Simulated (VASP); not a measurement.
A run of VASP 6.6.1 is set up as follows.

Contents of INCAR:

```
  ALGO = Normal
  EDIFF = 1E-6
  ENCUT = 500
  GGA = PE
  GGA_COMPAT = F
  ISIF = 2
  ISMEAR = 0
  LASPH = T
  LCHARG = F
  LREAL = F
  LWAVE = F
  NBANDS = 20
  NELM = 120
  PREC = Accurate
  SIGMA = 0.15
```

KPOINTS

```
k-points
0
Gamma
  3 3 2
```

The input POSCAR:

```
AlGeSbH2
1.0
    4.9415482084      0.0000000034      0.0000000000
   -2.4707741071      4.2795062808      0.0000000000
    0.0000000000      0.0000000000      5.3938212153
Al Ge Sb H
1 1 1 2
Direct
    0.6666666667      0.3333333333      0.5000000000
    0.3333333333      0.6666666667      0.0000000000
    0.6666666667      0.3333333333      0.0000000000
    0.0000000000      0.0000000000      0.5704295354
    0.0000000000      0.0000000000      0.4295704646
```

Potentials or basis: VASP PAW PBE potentials, release 64 (Al, Ge_d, Sb, H).

The run is started by

```bash
$ cat potpaw_PBE.64/Al/POTCAR potpaw_PBE.64/Ge_d/POTCAR potpaw_PBE.64/Sb/POTCAR potpaw_PBE.64/H/POTCAR > POTCAR
$ mpirun -np 1 vasp_std > vasp.out
```

Estimate the pressure.

0.0 GPa.

What does it give for the largest force?

0.039 eV/Å.

Predict the band gap on the k mesh.

zero (bands 12 and 13 overlap by 1.06 eV).

Forces on the atoms (eV/Å):
```
Al   0.000  0.000  0.000
Ge   0.000  0.000  0.000
Sb   0.000  0.000  0.000
H    0.000  0.000 -0.039
H    0.000  0.000  0.039
```

Caveat: the k points lie up to 0.58 Å⁻¹ apart, too coarse for converged energies and pressures of a metal; spin-orbit coupling is left out, which moves the levels of the heavy elements.
